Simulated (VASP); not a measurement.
Input of a VASP 6.6.1 run:

Contents of INCAR:

```
SYSTEM = Ru2Pb
ALGO = Fast
EDIFF = 1E-6
EDIFFG = -0.01
ENCUT = 600
GGA = PE
IBRION = 2
ISIF = 3
ISMEAR = 0
LASPH = .TRUE.
LCHARG = .FALSE.
LREAL = .FALSE.
LWAVE = .FALSE.
NELM = 100
NSW = 100
PREC = Accurate
SIGMA = 0.1
```

The input KPOINTS:

```
k-points
0
G
  12 12 14
  0 0 0
```

The input POSCAR:

```
Ru2Pb
1.0
    4.4259565600      0.0000000000      0.0000000000
   -2.2129782800      3.8329908170      0.0000000000
    0.0000000000      0.0000000000      3.1428219959
Ru Pb
2 1
Direct
    0.3333333333      0.6666666667      0.5000000000
    0.6666666667      0.3333333333      0.5000000000
    0.0000000000      0.0000000000      0.0000000000
```

Potentials or basis: VASP PAW PBE potentials, release 64 (Ru_pv, Pb_d).

Command:

```bash
$ cat potpaw_PBE.64/Ru_pv/POTCAR potpaw_PBE.64/Pb_d/POTCAR > POTCAR
$ mpirun -np 1 vasp_std > vasp.out
```

Task: Predict the band gap on the k mesh.

Result: Zero (band 21 reaches 11.02 eV, above the bottom of band 22 at 9.90 eV).

Final structure:
```
Ru Pb
1.0
     4.42596    0.00000    0.00000
    -2.21298    3.83299    0.00000
     0.00000    0.00000    3.14282
Ru Pb
2 1
Direct
  0.33333 0.66667 0.50000
  0.66667 0.33333 0.50000
  0.00000 0.00000 0.00000
```

Caveat: the relaxation stopped at its first step, so nothing moved; spin-orbit coupling is left out, which moves the levels of the heavy elements.
